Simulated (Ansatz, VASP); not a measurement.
## Two plane-wave programs on MoS2

The input INCAR:

```
ALGO = Normal ; EDIFF = 1E-7
ENCUT = 520 ; GGA = PE
ISIF = 2 ; ISMEAR = 0
IVDW = 12 ; LASPH = True
LCHARG = True ; LELF = True
LREAL = False ; LVHAR = True
LWAVE = False ; NBANDS = 49
NELM = 100 ; PREC = Accurate
SIGMA = 0.05
```

KPOINTS

```
k-points
0
Gamma
  10 10 2
```

Contents of POSCAR:

```
MoS2
1.0
   -1.5764743774     -2.7305337185      0.0000000000
    1.5764743774     -2.7305337185      0.0000000000
    0.0000000000      0.0000000000     18.7396049492
Mo S
3 6
Direct
    1.0000000000      1.0000000000      0.8000140895
    0.3333333333      0.3333333333      0.1600288818
    0.6666666667      0.6666666667      0.4800214857
    1.0000000000      1.0000000000      0.5634197388
    0.3333333333      0.3333333333      0.8834123427
    0.6666666667      0.6666666667      0.2434271349
    1.0000000000      1.0000000000      0.3965414925
    0.3333333333      0.3333333333      0.7165340964
    0.6666666667      0.6666666667      0.0765488887
```

Input for Ansatz:

```yaml
crystal:
  lattice:
    - [-1.5764743774, -2.7305337185, 0.0]
    - [1.5764743774, -2.7305337185, 0.0]
    - [0.0, 0.0, 18.7396049492]
  atoms:
    - { symbol: Mo, position: [1.0, 1.0, 0.8000140895] }
    - { symbol: Mo, position: [0.3333333333, 0.3333333333, 0.1600288818] }
    - { symbol: Mo, position: [0.6666666667, 0.6666666667, 0.4800214857] }
    - { symbol: S, position: [1.0, 1.0, 0.5634197388] }
    - { symbol: S, position: [0.3333333333, 0.3333333333, 0.8834123427] }
    - { symbol: S, position: [0.6666666667, 0.6666666667, 0.2434271349] }
    - { symbol: S, position: [1.0, 1.0, 0.3965414925] }
    - { symbol: S, position: [0.3333333333, 0.3333333333, 0.7165340964] }
    - { symbol: S, position: [0.6666666667, 0.6666666667, 0.0765488887] }
basis:
  ecutwfc: 420
kpoints:
  mp_grid: { grid: [10, 10, 2] }
hamiltonian:
  xc: pbe
  dispersion: d3bj
scf:
  occupations: { method: gaussian, width: 0.05 }
output:
  forces: true
  stress: true
  eigenvalues: true
```

Alike in both runs: task single point; functional PBE; dispersion D3(BJ); k mesh 10 × 10 × 2; occupations gaussian, width 0.05 eV; no spin polarisation.

|  | VASP | Ansatz |
| --- | --- | --- |
| version | VASP 6.6.1 | Ansatz 0.2.0 |
| potentials or method | VASP PAW PBE potentials, release 64 (Mo_sv, S), cutoff 520 eV | scalar-relativistic, plane waves, PAW |
| valence electrons in the cell | 78 | 78 |

```tsv
	VASP	Ansatz	Ansatz less VASP
gap on the k mesh at the Fermi level (eV)	0.94	0.92	-0.017
least direct gap on the mesh (eV)	1.93	1.93	-0.004
pressure (GPa)	-0.3	-0.2	+0.13
traceless stress, the component that is largest in VASP (GPa)	-0.27	-0.24	+0.035
rms of the force components (eV/Å)	0.035	0.039	+0.0033
```

Atom by atom the forces differ by 0.006 eV/Å (rms over components).
